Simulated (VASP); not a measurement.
# Ge (C2/m) in VASP: single point with r2SCAN

Aim: the single point of Ge with r2SCAN.

Everything below comes from runs of VASP 6.6.1. Logs are shortened: lines on timing, memory, paths and dates and some standing lists are left out, and cuts for length are marked.

## Step 1: The cell of the first run

Symmetry: C2/m, No. 12, monoclinic system. The conventional cell has a = 5.201 Å, b = 2.794 Å, c = 2.698 Å, α = 90.00°, β = 91.43°, γ = 90.00°. Ge (site symmetry 2/m) has 8 Ge at 2.70 to 2.95 Å within 3.6 Å.

## Step 2: Single point, r2SCAN (strain +0.0250 x Voigt [0, 0, 0, 1, 0, 0])

File POSCAR:

```
Ge
1.0
    1.3971490000     -2.6005160000     -0.0325064500
    1.3971490000      2.6005160000      0.0325064500
    0.0000000000      0.0337278875      2.6982310000
Ge
1
Direct
    0.5000000000      0.5000000000      0.0000000000
```

File INCAR.step1:

```
SYSTEM = Ge
PREC = Accurate
ENCUT = 550
ISMEAR = 0
SIGMA = 0.15
LREAL = .FALSE.
LASPH = .TRUE.
NELM = 120
NBANDS = 13
GGA = PE
ALGO = Normal
EDIFF = 1E-5
LWAVE = .TRUE.
LCHARG = .FALSE.
GGA_COMPAT = .FALSE.
```

File INCAR.step2:

```
SYSTEM = Ge
PREC = Accurate
ENCUT = 550
EDIFF = 1E-6
ISMEAR = 0
SIGMA = 0.15
LREAL = .FALSE.
LASPH = .TRUE.
NELM = 120
ALGO = Normal
ISIF = 2
LWAVE = .FALSE.
LCHARG = .FALSE.
METAGGA = R2SCAN
LMIXTAU = .TRUE.
NBANDS = 13
ISTART = 1
GGA_COMPAT = .FALSE.
```

File KPOINTS:

```
Automatic mesh
0
G
  20 20 18
  0 0 0
```

Potentials or basis: VASP PAW PBE potentials, release 64 (Ge_d).

Run with:

```sh
cat potpaw_PBE.64/Ge_d/POTCAR > POTCAR
cp INCAR.step1 INCAR
mpirun -np 1 vasp_std > vasp.out
cp INCAR.step2 INCAR
mpirun -np 1 vasp_std > vasp.out
```

OUTCAR:

```text
SYSTEM = Ge
   PREC = Accurate
   ENCUT = 550
   EDIFF = 1E-6
   ISMEAR = 0
   LREAL = .FALSE.
   LASPH = .TRUE.
   NELM = 120
   ISIF = 2
   METAGGA = R2SCAN
   ISTART = 1

 ion  position               nearest neighbor table
   1  0.500  0.500  0.000-

  LATTYP: Found a base centered monoclinic cell.
 ALAT       =     5.2014383148
 B/A-ratio  =     0.5372164065
 C/A-ratio  =     0.5187876175
 COS(beta)  =    -0.0249960944

  Lattice vectors:

 A1 = (  -1.3971490000,  -2.6005160000,  -0.0325064500)
 A2 = (   1.3971490000,  -2.6005160000,  -0.0325064500)
 A3 = (   0.0000000000,   0.0337278875,   2.6982310000)

Analysis of symmetry for initial positions (statically):
=====================================================================
 Subroutine PRICEL returns:
 Original cell was already a primitive cell.

 Routine SETGRP: Setting up the symmetry group for a
 base centered monoclinic supercell.

 Subroutine GETGRP returns: Found  4 space group operations
 (whereof  4 operations were pure point group operations)
 out of a pool of  4 trial point group operations.

The static configuration has the point symmetry C_2h.

Analysis of symmetry for dynamics (positions and initial velocities):
=====================================================================
 Subroutine PRICEL returns:
 Original cell was already a primitive cell.

 Routine SETGRP: Setting up the symmetry group for a
 base centered monoclinic supercell.

 Subroutine GETGRP returns: Found  4 space group operations
 (whereof  4 operations were pure point group operations)
 out of a pool of  4 trial point group operations.

The dynamic configuration has the point symmetry C_2h.

 Subroutine INISYM returns: Found  4 space group operations
 (whereof  4 operations are pure point group operations),
 and found     1 'primitive' translations

----------------------------------------------------------------------------------------

                                     Primitive cell

  volume of cell :      19.6039

  direct lattice vectors                    reciprocal lattice vectors
     1.397149000 -2.600516000 -0.032506450     0.357871637 -0.192299581  0.002403745
     1.397149000  2.600516000  0.032506450     0.357871637  0.192299581 -0.002403745
     0.000000000  0.033727887  2.698231000     0.000000000 -0.004633389  0.370671108

  length of vectors
     2.952247528  2.952247528  2.698441791     0.406272095  0.406272095  0.370700066

  position of ions in fractional coordinates (direct lattice)
     0.500000000  0.500000000  0.000000000

  ion indices of the primitive-cell ions
   primitive index   ion index
                 1           1

----------------------------------------------------------------------------------------

 KPOINTS: Automatic mesh

Automatic generation of k-mesh.
 Grid dimensions read from file:
 generate k-points for:   20   20   18

 Generating k-lattice:

  Cartesian coordinates                     Fractional coordinates (reciprocal lattice)
     0.017893582 -0.009614979  0.000120187     0.050000000 -0.000000000  0.000000000
     0.017893582  0.009614979 -0.000120187    -0.000000000  0.050000000 -0.000000000
     0.000000000 -0.000257410  0.020592839    -0.000000000  0.000000000  0.055555556

  Length of vectors
     0.020313605  0.020313605  0.020594448

  Shift w.r.t. Gamma in fractional coordinates (k-lattice)
     0.000000000  0.000000000  0.000000000

 Subroutine IBZKPT returns following result:
 ===========================================

 Found   1902 irreducible k-points:

 Following reciprocal coordinates:
            Coordinates               Weight
  0.000000  0.000000  0.000000      1.000000
  0.050000  0.000000  0.000000      4.000000
  0.100000  0.000000  0.000000      4.000000
  0.150000  0.000000  0.000000      4.000000
  0.200000  0.000000  0.000000      4.000000
  0.250000  0.000000  0.000000      4.000000
[... 16 lines left out ...]
 -0.400000  0.050000 -0.000000      4.000000
 -0.350000  0.050000  0.000000      4.000000
 [... further k-points ...]
   k-points           NKPTS =   1902   k-points in BZ     NKDIM =   1902   number of bands    NBANDS=     13
   number of dos      NEDOS =    301   number of ions     NIONS =      1
   total plane-waves  NPLWV =  13824
   dimension x,y,z NGX =    24 NGY =   24 NGZ =   24
   dimension x,y,z NGXF=    48 NGYF=   48 NGZF=   48
   ions per type =               1
   NGX,Y,Z   is equivalent  to a cutoff of  13.51, 13.51, 14.79 a.u.
   NGXF,Y,Z  is equivalent  to a cutoff of  27.03, 27.03, 29.57 a.u.
 SYSTEM =  Ge
   PREC   = accura    normal or accurate (medium, high low for compatibility)
   ISTART =      1    job   : 0-new  1-cont  2-samecut
   ICHARG =      0    charge: 1-file 2-atom 10-const
   ISPIN  =      1    spin polarized calculation?
   LNONCOLLINEAR =      F non collinear calculations
   LSORBIT =      F    spin-orbit coupling
   LASPH  =      T    aspherical Exc in radial PAW
   ENCUT  =  550.0 eV  40.42 Ry    6.36 a.u.   5.65  5.65  5.16*2*pi/ulx,y,z
   NELM   =    120;   NELMIN=  2; NELMDL=  0     # of ELM steps
   EDIFF  = 0.1E-05   stopping-criterion for ELM
   LREAL  =      F    real-space projection
   EDIFFG = 0.1E-04   stopping-criterion for IOM
   NSW    =      0    number of steps for IOM
   IBRION =     -1    ionic relax: 0-MD 1-quasi-New 2-CG
   NFREE  =      0    steps in history (QN), initial steepest desc. (CG)
   ISIF   =      2    stress and relaxation
   ISYM   =      2    0-nonsym 1-usesym 2-fastsym
   POTIM  = 0.5000    time-step for ionic-motion
   TEBEG  =    0.0;   TEEND  =   0.0 temperature during run
   PSTRESS=    0.0 pullay stress
   NELECT =      14.0000    total number of electrons
   NUPDOWN=      -1.0000    fix difference up-down
   EMIN   =  10.00;   EMAX   =-10.00  energy-range for DOS
   EFERMI =   0.00;   METHOD = LEGACY
   ISMEAR =     0;   SIGMA  =   0.15  broadening in eV -4-tet -1-fermi 0-gaus
   EFERMI_NEDOS =   21; number of points for ismear=-14 and -15
   IALGO  =     38    algorithm
   IMIX   =      4    mixing-type and parameters
     AMIX     =   0.40;   BMIX     =  1.00
     AMIX_MAG =   1.60;   BMIX_MAG =  1.00
  volume/ion in A,a.u.               =      19.60       132.29
  Fermi-wavevector in a.u.,A,eV,Ry     =   1.463310  2.765255 29.133830  2.141276
  Thomas-Fermi vector in A             =   2.579420
   LORBIT       =      0    0 simple, 1 ext, 2 COOP (PROOUT), +10 PAW based schemes
   METAGGA = R2SCAN    functional components
   LHFCALC =     F    Hartree Fock is set to
   AEXX    =    0.0000 exact exchange contribution
   IVDW    =     0    specifies the selected vdW correction
   LEPSILON=     F    determine dielectric tensor
   LRPA    =     F    only Hartree local field effects (RPA)
 non-spin polarized calculation
 Gauss-broadening in eV      SIGMA  =   0.15
  energy-cutoff  :      550.00
  volume of cell :       19.60
 maximum number of plane-waves:       589
   NGX = 11   NGY = 11   NGZ = 11

 number of electron      14.0000007 magnetization

 Free energy of the ion-electron system (eV)
  ---------------------------------------------------
  ext. energy  EPLUGINS =         0.00000000
  ---------------------------------------------------
  free energy    TOTEN  =       -13.47724077 eV

  energy without entropy =      -13.47281706  energy(sigma->0) =      -13.47502892

 E-fermi :   6.1233     XC(G=0): -12.0770

 val. band max:        6.1229313673   @ k =   0.2000   0.3000   0.1111
 cond. band min:       6.1321153122   @ k =   0.2500   0.1000   0.2778
 fundamental gap:      0.0091839449
 Fermi energy:         6.1233436142

 k-point     1 :       0.0000    0.0000    0.0000
  band No.  band energies     occupation
      1     -19.3856      2.00000
      2     -19.3200      2.00000
      3     -19.2660      2.00000
      4     -19.1557      2.00000
      5     -19.1369      2.00000
      6      -7.3969      2.00000
      7      13.0881      0.00000
      8      13.6290      0.00000
      9      15.2020      0.00000
     10      16.6827      0.00000
     11      19.3836      0.00000
     12      21.9001      0.00000
     13      22.2217      0.00000

 k-point     2 :       0.0500    0.0000    0.0000
  band No.  band energies     occupation
      1     -19.3836      2.00000
      2     -19.3172      2.00000
      3     -19.2665      2.00000
      4     -19.1561      2.00000
      5     -19.1382      2.00000
      6      -7.3329      2.00000
      7      13.1344      0.00000
      8      13.3754      0.00000
      9      14.5239      0.00000
     10      16.9591      0.00000
     11      19.5023      0.00000
     12      20.7578      0.00000
     13      22.6198      0.00000

 k-point     3 :       0.1000    0.0000    0.0000
  band No.  band energies     occupation
      1     -19.3782      2.00000
      2     -19.3093      2.00000
      3     -19.2672      2.00000
      4     -19.1573      2.00000
      5     -19.1419      2.00000
      6      -7.1409      2.00000
      7      12.4668      0.00000
      8      13.3110      0.00000
      9      13.4091      0.00000
     10      17.2665      0.00000
     11      18.9556      0.00000
     12      20.8902      0.00000
     13      23.6718      0.00000
[... 305 lines left out ...]
 k-point    23 :      -0.4000    0.0500   -0.0000
  band No.  band energies     occupation
      1     -19.3542      2.00000
      2     -19.2793      2.00000
      3     -19.1910      2.00000
      4     -19.1869      2.00000
      5     -19.1635      2.00000
      6      -3.8732      2.00000
      7       3.2644      2.00000
      8       9.3212      0.00000
      9      15.3366      0.00000
     10      16.1726      0.00000
     11      21.1484      0.00000
     12      25.5296      0.00000
     13      26.9093      0.00000

 k-point    24 :      -0.3500    0.0500    0.0000
  band No.  band energies     occupation
      1     -19.3529      2.00000
      2     -19.2849      2.00000
      3     -19.2079      2.00000
      4     -19.1812      2.00000
      5     -19.1611      2.00000
      6      -4.7215      2.00000
      7       4.8448      2.00000
      8       9.6325      0.00000
      9      15.5106      0.00000
     10      15.7986      0.00000
     11      20.3473      0.00000
     12      26.8436      0.00000
     13      27.8781      0.00000

 [... further k-points ...]

------------------------ aborting loop because EDIFF is reached ----------------------------------------

  FORCE on cell =-STRESS in cart. coord.  units (eV):
  Direction    XX          YY          ZZ          XY          YZ          ZX
  --------------------------------------------------------------------------------------
  -------------------------------------------------------------------------------------
  Total       -0.3068287     -0.4455885     -0.4410890      0.0000000     -0.1245318      0.0000000
  in kB      -25.0762768    -36.4167421    -36.0490092      0.0000000    -10.1776483      0.0000000
  external PRESSURE =     -32.5140094 kB  Pullay stress =       0.0000000 kB

 VOLUME and BASIS-vectors are now :
 -----------------------------------------------------------------------------
  energy-cutoff  :      550.00
  volume of cell :       19.60
      direct lattice vectors                 reciprocal lattice vectors
     1.397149000 -2.600516000 -0.032506450     0.357871637 -0.192299581  0.002403745
     1.397149000  2.600516000  0.032506450     0.357871637  0.192299581 -0.002403745
     0.000000000  0.033727887  2.698231000     0.000000000 -0.004633389  0.370671108

 POSITION                                       TOTAL-FORCE (eV/Angst)
 -----------------------------------------------------------------------------------
      1.39715      0.00000      0.00000         0.000000      0.000000      0.000000
 -----------------------------------------------------------------------------------
    total drift:                               -0.000000     -0.000000     -0.000000

  FREE ENERGIE OF THE ION-ELECTRON SYSTEM (eV)
  ---------------------------------------------------
  free  energy   TOTEN  =       -13.4772407702 eV

  energy  without entropy=      -13.4728170611  energy(sigma->0) =      -13.47502892
```

Run time: 5.8 min. Hardware: 1 thread of Intel Xeon 6975P-C (Granite Rapids), shared host; peak memory 0.55 GiB.

Results:

* Free energy: -13.4772 eV
* Pressure: -3.3 GPa
* Band gap on the k mesh: zero (bands 7 and 8 overlap by 10.12 eV)

Caveat: the cell differs from its parent crystal (strain +0.0250 x Voigt [0, 0, 0, 1, 0, 0]); the cell stands under tension; the PAW data sets were made with another functional, which shifts forces and pressure a little.
